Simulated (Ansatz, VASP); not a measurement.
## B6Pd: VASP beside Ansatz

```xyz
7
Lattice="0.0000 3.3480 3.3480 3.3480 0.0000 3.3480 3.3480 3.3480 0.0000" Properties=species:S:1:pos:R:3 pbc="T T T"
B     4.5781    3.3480    3.3480
B     2.1179    3.3480    3.3480
B     3.3480    4.5781    3.3480
B     3.3480    2.1179    3.3480
B     3.3480    3.3480    4.5781
B     3.3480    3.3480    2.1179
Pd    0.0000    0.0000    0.0000
```

Alike in both runs: task relaxation of cell and atoms; functional PBE; k mesh 10 × 10 × 10; occupations gaussian, width 0.1 eV; no spin polarisation.

|  | VASP | Ansatz |
| --- | --- | --- |
| version | VASP 6.6.1 | Ansatz 0.2.0 |
| potentials or method | VASP PAW PBE potentials, release 64 (B, Pd), cutoff 600 eV | scalar-relativistic, plane waves, PAW |
| valence electrons in the cell | 28 | 36 |

```csv
,VASP,Ansatz,Ansatz less VASP
"gap on the k mesh at the Fermi level, each at its own relaxed structure (eV)",none,none,-
relaxed volume (Å³/atom),10.74,10.74,+0.003
relaxed cell length with the largest relative difference (Å),4.737,4.738,+0.0004
```

A gap of «none» marks a metal or a gap that the smearing closes. VASP's potentials hold 28 valence electrons a cell and Ansatz's 36, so a difference there can come from the potentials and not from the codes.
